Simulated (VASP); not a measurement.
Input of a VASP 6.6.1 run:

Contents of INCAR:

```
  PREC = Accurate
  ENCUT = 520
  EDIFF = 1E-6
  ISMEAR = 0
  SIGMA = 0.1
  LREAL = False
  LASPH = True
  NELM = 80
  ALGO = Normal
  ISIF = 2
  LWAVE = False
  LCHARG = False
  GGA = PE
  NBANDS = 31
```

Contents of KPOINTS:

```
regular mesh
0
Gamma
  4 4 2
```

The input POSCAR:

```
Al3GaAs4
1.0
    4.0744173326      0.0000000000      0.0000000000
    0.0000000000      4.0744173326      0.0000000000
    0.0000000000      0.0000000000     11.3413280749
Al Ga As
3 1 4
Direct
    0.0000000000      0.0000000000      0.7497253592
    0.0000000000      0.0000000000      0.2502746408
    0.5000000000      0.5000000000      0.5000000000
    0.5000000000      0.5000000000      0.0000000000
    0.5000000000      0.0000000000      0.8739418627
    0.0000000000      0.5000000000      0.1260581373
    0.5000000000      0.0000000000      0.3750976500
    0.0000000000      0.5000000000      0.6249023500
```

Potentials or basis: VASP PAW PBE potentials, release 64 (Al, Ga_d, As).

Launch:

```sh
$ cat potpaw_PBE.64/Al/POTCAR potpaw_PBE.64/Ga_d/POTCAR potpaw_PBE.64/As/POTCAR > POTCAR
$ mpirun -np 1 vasp_std > vasp.out
```

(1) What does it give for the largest force?

(2) Estimate the band gap on the k mesh.

(3) Predict the pressure.

Answers

(1) 0.006 eV/Å.

(2) 1.23 eV.

(3) 0.3 GPa.
